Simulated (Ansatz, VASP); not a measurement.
## One calculation of PbI2, two programs

The input INCAR:

```
ALGO     = Normal         # electronic algorithm
EDIFF    = 1E-8           # SCF threshold, eV
ENCUT    = 400            # plane-wave cutoff, eV
GGA      = PE             # functional
GGA_COMPAT= F            
ISIF     = 2              # what is computed and relaxed
ISMEAR   = -1             # smearing method
LASPH    = T              # aspherical terms in the spheres
LCHARG   = F              # write CHGCAR
LEFG     = T            
LREAL    = F              # projectors in reciprocal space
LWAVE    = F              # write WAVECAR
NBANDS   = 21             # bands
NELM     = 120            # most SCF steps
PREC     = Accurate       # precision mode
SIGMA    = 0.03           # smearing width, eV
```

File KPOINTS:

```
k-points
0
Gamma
  11 11 6
```

File POSCAR:

```
PbI2
1.0
    4.6772877255      0.0000000000      0.0000000000
   -2.3386438628      4.0506499911      0.0000000000
    0.0000000000      0.0000000000      7.8496382030
Pb I
1 2
Direct
    0.0000000000      0.0000000000      0.0000000000
    0.3333333333      0.6666666667      0.2366177030
    0.6666666667      0.3333333333      0.7633822970
```

Input for Ansatz:

```yaml
crystal:
  lattice:
    - [4.6772877255, 0.0, 0.0]
    - [-2.3386438628, 4.0506499911, 0.0]
    - [0.0, 0.0, 7.849638203]
  atoms:
    - { symbol: Pb, position: [0.0, 0.0, 0.0] }
    - { symbol: I, position: [0.3333333333, 0.6666666667, 0.236617703] }
    - { symbol: I, position: [0.6666666667, 0.3333333333, 0.763382297] }
kpoints:
  mp_grid: { grid: [11, 11, 6] }
  band_path:
    path:
      - [0.0, 0.0, 0.0]
      - [0.5, 0.0, 0.0]
      - [0.3333333333, 0.3333333333, 0.0]
      - [0.0, 0.0, 0.0]
      - [0.0, 0.0, 0.5]
      - [0.5, 0.0, 0.5]
      - [0.3333333333, 0.3333333333, 0.5]
      - [0.0, 0.0, 0.5]
      - [0.5, 0.0, 0.5]
    npoints: 8
scf:
  occupations: { method: fermi_dirac, width: 0.03 }
hamiltonian:
  xc: pbe
  pseudopotentials: { kind: all_electron, datasets: crystal }
output:
  forces: true
  stress: true
  eigenvalues: true
  efg: { contact_densities: true }
```

Alike in both runs: task electric field gradients; functional PBE; k mesh 11 × 11 × 6; occupations fermi-dirac, width 0.03 eV; no spin polarisation.

|  | VASP | Ansatz |
| --- | --- | --- |
| version | VASP 6.6.1 | Ansatz 0.2.0 |
| potentials or method | VASP PAW PBE potentials, release 64 (Pb_d, I), cutoff 400 eV | all-electron PAW with datasets made for the crystal, scalar-relativistic |

```csv
,VASP,Ansatz,Ansatz less VASP
gap on the k mesh at the Fermi level (eV),2.43,2.43,+0.001
pressure (GPa),0.0,0.0,+0.03
size of Vzz on the site where it differs most (V/Å²),19.7,22.0,+2.29
```

Ansatz ran all-electron here, and VASP with PAW potentials.

Neither program's run includes spin-orbit coupling.
